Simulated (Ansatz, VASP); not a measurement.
Te2Mo: VASP beside Ansatz

```
CELL_PARAMETERS angstrom
3.49663 0.00000 0.00000
-1.74832 3.02817 0.00000
0.00000 0.00000 13.69499
ATOMIC_POSITIONS crystal
Te 0.33333 0.66667 0.61732
Te 0.66667 0.33333 0.11732
Te 0.33333 0.66667 0.88268
Te 0.66667 0.33333 0.38268
Mo 0.33333 0.66667 0.25000
Mo 0.66667 0.33333 0.75000
```

Alike in both runs: functional PBE; dispersion D3(BJ); k mesh 12 × 12 × 4; no spin polarisation.

Ansatz relaxed the structure, and its values are those at the end. VASP's run is a single point on that final structure, the one shown.

|  | VASP | Ansatz |
| --- | --- | --- |
| version | VASP 6.6.1 | Ansatz 0.2.0 |
| potentials or method | VASP PAW PBE potentials, release 64 (Te, Mo_sv) | scalar-relativistic, plane waves, PAW |
| plane-wave cutoff (eV) | 520 | 420 |
| occupations | gaussian, width 0.01 eV | fixed |
| valence electrons in the cell | 52 | 92 |

Ansatz gave:

* gap on the k mesh at the Fermi level (eV): 0.65
* least direct gap on the mesh (eV): 1.03
* pressure (GPa): 0.0
* rms of the force components (eV/Å): 0.000

Estimate VASP's values.

gap on the k mesh at the Fermi level (eV): 0.64; least direct gap on the mesh (eV): 1.04; pressure (GPa): 0.0; rms of the force components (eV/Å): 0.007.

VASP's potentials hold 52 valence electrons a cell and Ansatz's 92, so a difference there can come from the potentials and not from the codes. Ansatz's warnings: relaxed geometry near dispersion switch.

Neither program's run includes spin-orbit coupling.
